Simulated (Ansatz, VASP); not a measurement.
# Sc in VASP and in Ansatz

Contents of INCAR:

```
PREC = Accurate
ENCUT = 520
EDIFF = 1E-6
ISMEAR = 0
SIGMA = 0.15
LREAL = False
LASPH = True
NELM = 100
ALGO = Normal
ISIF = 2
LWAVE = False
LCHARG = True
GGA = PS
LELF = True
LVHAR = True
NBANDS = 12
```

The input KPOINTS:

```
Automatic mesh
0
Gamma
  18 18 18
```

The input POSCAR:

```
Sc
1.0
    0.0000000000      2.2137375000      2.2705000000
    2.2137375000      0.0000000000      2.2705000000
    2.2137375000      2.2137375000      0.0000000000
Sc
1
Direct
    0.0000000000      0.0000000000      0.0000000000
```

Input for Ansatz:

```yaml
crystal:
  lattice:
    - [0.0, 2.2137375, 2.2705]
    - [2.2137375, 0.0, 2.2705]
    - [2.2137375, 2.2137375, 0.0]
  atoms:
    - { symbol: Sc, position: [0.0, 0.0, 0.0] }
basis:
  ecutwfc: 420
kpoints:
  mp_grid: { grid: [18, 18, 18] }
hamiltonian:
  xc: pbesol
scf:
  occupations: { method: gaussian, width: 0.15 }
output:
  forces: true
  stress: true
  eigenvalues: true
```

Change from the starting cell: strain -0.025 along x and y, +0.000 along z, atoms carried along.

Alike in both runs: task single point; functional PBEsol; k mesh 18 × 18 × 18; occupations gaussian, width 0.15 eV; no spin polarisation.

```csv
,VASP,Ansatz
version,VASP 6.6.1,Ansatz 0.2.0
potentials or method,"VASP PAW PBE potentials, release 64 (Sc_sv), cutoff 520 eV","scalar-relativistic, plane waves, PAW"
valence electrons in the cell,11,11
```

|  | VASP | Ansatz | Ansatz less VASP |
| --- | --- | --- | --- |
| gap on the k mesh at the Fermi level (eV) | none | none | - |
| pressure (GPa) | 3.5 | 3.5 | -0.01 |
| traceless stress, the component that is largest in VASP (GPa) | -0.55 | -0.55 | +0.003 |

VASP's potentials were made for PBE, not for PBEsol. A gap of «none» marks a metal or a gap that the smearing closes.
